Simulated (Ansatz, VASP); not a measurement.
Hf: VASP beside Ansatz

```
Hf
1.0
    -1.82305    1.80500    1.80500
     1.80500   -1.82305    1.80500
     1.80500    1.80500   -1.82305
Hf
1
Direct
  0.00000 0.00000 0.00000
```

Change from the starting cell: equal xy, yz and zx shear strains of -1 %, crystal datasets.

Alike in both runs: task electric field gradients; functional PBEsol; k mesh 14 × 14 × 14; occupations fermi-dirac, width 0.05 eV; no spin polarisation.

```csv
,VASP,Ansatz
version,VASP 6.6.1,Ansatz 0.2.0
potentials or method,"VASP PAW PBE potentials, release 64 (Hf_pv), cutoff 520 eV","all-electron PAW with datasets made for the crystal, scalar-relativistic"
```

```tsv
	VASP	Ansatz	Ansatz less VASP
pressure (GPa)	-9.3	-9.0	+0.33
traceless stress, the component that is largest in VASP (GPa)	0.42	0.43	+0.005
size of Vzz on the site where it differs most (V/Å²)	22.0	22.4	+0.41
```

VASP's potentials were made for PBE, not for PBEsol. Ansatz ran all-electron here, and VASP with PAW potentials.

Neither program's run includes spin-orbit coupling.
